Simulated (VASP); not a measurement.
Runs of VASP 6.6.1 on ReSbN. The structure is that of space group P4/nmm (No. 129), or close to it. The cells are those of the table. 

```csv
level,U,cell,gap on the mesh (eV),pressure (GPa),largest force (eV/Å)
LDA+U,Re d U = 3.0 eV,"a = 3.368, b = 3.368, c = 8.368 Å, 6 atoms",none,(a),0.50
LDA,-,"a = 3.367, b = 3.367, c = 8.413 Å, 6 atoms",none,(c),0.51
LDA+U,Re d U = 2.0 eV,"a = 3.367, b = 3.367, c = 8.383 Å, 6 atoms",none,2.9,0.53
LDA+U,Re d U = 1.0 eV,"a = 3.367, b = 3.367, c = 8.400 Å, 6 atoms",none,(b),0.52
```

Alike in all rows: task single point; potentials or basis VASP PAW LDA potentials, release 64 (Re, Sb, N); no spin polarisation; k mesh 8 × 8 × 3; cutoff (eV) 520; smearing fermi-dirac 0.05 eV.

Task: Estimate the missing entries.

Result: (a) 2.1; (b) 2.7; (c) 2.6.

Caveats: spin-orbit coupling is left out, which moves the levels of the heavy elements; U without spin polarisation on a metal has little footing (some runs).

A k mesh can miss the band edges, and the runs leave out spin-orbit coupling on Re, Sb.

A gap of «none» marks levels without a gap at the run's occupations.
